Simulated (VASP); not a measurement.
Input of a VASP 6.6.1 run:

INCAR

```
SYSTEM = Au
PREC = Accurate ; ENCUT = 500
EDIFF = 1E-6 ; ISMEAR = 0
SIGMA = 0.1 ; LREAL = .FALSE.
LASPH = .TRUE. ; NELM = 120
ALGO = Normal ; ISIF = 2
LWAVE = .FALSE. ; LCHARG = .FALSE.
GGA = PE ; NBANDS = 18
GGA_COMPAT = .FALSE.
```

Contents of KPOINTS:

```
Automatic mesh
0
G
  16 16 16
  0 0 0
```

The input POSCAR:

```
Au
1.0
    3.1692566768      0.0000000000      0.0000000000
    0.0000000000      3.1692566768      0.0000000000
    0.0000000000      0.0000000000      3.3805404553
Au
2
Direct
    0.0000000000      0.0000000000      0.0000000000
    0.5000000000      0.5000000000      0.5000000000
```

Potentials or basis: VASP PAW PBE potentials, release 64 (Au).

Launch:

```console
$ cat potpaw_PBE.64/Au/POTCAR > POTCAR
$ mpirun -np 1 vasp_std > vasp.out
```

Task: What does it give for the band gap on the k mesh?

Result: Zero (bands 11 and 12 overlap by 5.79 eV).

Task: What does it give for the pressure?

Result: 9.6 GPa.

Stress tensor (GPa, compression positive):
```
 9.33  0.00  0.00
 0.00  9.33  0.00
 0.00  0.00 10.06
```

Caveat: the cell differs from its parent crystal (biaxial strain in the a-b plane: -4.0 %); the cell stands under pressure; spin-orbit coupling is left out, which moves the levels of the heavy elements.
